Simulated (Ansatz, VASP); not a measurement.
TiN in VASP and in Ansatz

Contents of INCAR:

```
PREC     = Accurate       # precision mode
ENCUT    = 600            # plane-wave cutoff, eV
EDIFF    = 1E-7           # SCF threshold, eV
ISMEAR   = 0              # smearing method
SIGMA    = 0.1            # smearing width, eV
LREAL    = False          # projectors in reciprocal space
LASPH    = True           # aspherical terms in the spheres
NELM     = 80             # most SCF steps
ALGO     = Normal         # electronic algorithm
ISIF     = 3              # what is computed and relaxed
LWAVE    = False          # write WAVECAR
LCHARG   = False          # write CHGCAR
GGA      = PE             # functional
IBRION   = 2              # ionic algorithm
NSW      = 80             # ionic steps
EDIFFG   = -0.05          # ionic threshold
```

File KPOINTS:

```
regular mesh
0
Gamma
  8 8 8
```

Contents of POSCAR:

```
TiN
1.0
    0.0000000000      2.2036833895      2.2036833895
    2.2036833895      0.0000000000      2.2036833895
    2.2036833895      2.2036833895      0.0000000000
Ti N
1 1
Direct
    0.5000000000      0.5000000000      0.5000000000
    0.0000000000      0.0000000000      0.0000000000
```

Input for Ansatz:

```yaml
crystal:
  lattice:
    - [0.0, 2.2036833895, 2.2036833895]
    - [2.2036833895, 0.0, 2.2036833895]
    - [2.2036833895, 2.2036833895, 0.0]
  atoms:
    - { symbol: Ti, position: [0.5, 0.5, 0.5] }
    - { symbol: "N", position: [0.0, 0.0, 0.0] }
basis:
  ecutwfc: 420
kpoints:
  mp_grid: { grid: [8, 8, 8] }
hamiltonian:
  xc: pbe
scf:
  occupations: { method: gaussian, width: 0.1 }
output:
  forces: true
  stress: true
  eigenvalues: true
relax:
  adjacent_minimum: "off"
  f_tol: 0.05
  max_steps: 60
  cell: { stress_tol: 0.5 }
```

Alike in both runs: task relaxation of cell and atoms; functional PBE; k mesh 8 × 8 × 8; occupations gaussian, width 0.1 eV; no spin polarisation.

|  | VASP | Ansatz |
| --- | --- | --- |
| version | VASP 6.6.1 | Ansatz 0.2.0 |
| potentials or method | VASP PAW PBE potentials, release 64 (Ti_sv, N), cutoff 600 eV | scalar-relativistic, plane waves, PAW |
| valence electrons in the cell | 17 | 17 |

VASP gave:

* gap on the k mesh at the Fermi level, each at its own relaxed structure (eV): none
* relaxed volume (Å³/atom): 9.60
* relaxed cell length with the largest relative difference (Å): 3.005

Q: Estimate Ansatz's values.

A: gap on the k mesh at the Fermi level, each at its own relaxed structure (eV): none; relaxed volume (Å³/atom): 9.58; relaxed cell length with the largest relative difference (Å): 3.004.

A gap of «none» marks a metal or a gap that the smearing closes.
